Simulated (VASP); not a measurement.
Wanted: the native input for a VASP 6.6.1 run.

```yaml
Task: single point
Functional: PBE
Potentials_or_basis: VASP PAW PBE potentials, release 64 (Os)
Cutoff: 600 eV
k_mesh: 10 × 10 × 10
Occupations: methfessel-paxton, width 0.006 eV
Spin: no spin polarisation
Dipole_correction: no
Further_INCAR_settings: ALGO = Normal; EDIFF = 1e-06; NBANDS = 10
```

The structure of Os lies in POSCAR:

```
Os
1.0
    0.0000000000      1.9220413878      1.9220413878
    1.9220413878      0.0000000000      1.9220413878
    1.9220413878      1.9220413878      0.0000000000
Os
1
Direct
    0.0000000000      0.0000000000      0.0000000000
```

This isn't the form of Os at room conditions, which is hcp.

These files were run (other wordings do the same):

INCAR

```
SYSTEM = Os
ALGO = Normal ; EDIFF = 1E-6
ENCUT = 600 ; GGA = PE
GGA_COMPAT = .FALSE. ; ISIF = 2
ISMEAR = 1 ; LASPH = .TRUE.
LCHARG = .TRUE. ; LELF = .TRUE.
LREAL = .FALSE. ; LVHAR = .TRUE.
LWAVE = .FALSE. ; NBANDS = 10
NELM = 120 ; PREC = Accurate
SIGMA = 0.006
```

KPOINTS

```
k-points
0
G
  10 10 10
  0 0 0
```

Potentials or basis: VASP PAW PBE potentials, release 64 (Os).

Launch:

```console
$ cat potpaw_PBE.64/Os/POTCAR > POTCAR
$ mpirun -np 1 vasp_std > vasp.out
```

Results of the run:

```json
{
 "Pressure": "4.3 GPa",
 "Band gap on the k mesh": "zero (bands 4 and 5 overlap by 3.89 eV)"
}
```

Caveat: the cell stands under pressure; spin-orbit coupling is left out, which moves the levels of the heavy elements.

Wall time 6.7 s on 1 thread of Intel(R) Xeon(R) Platinum 8375C CPU @ 2.90GHz (Ice Lake), on a shared host, peak memory 0.14 GiB.
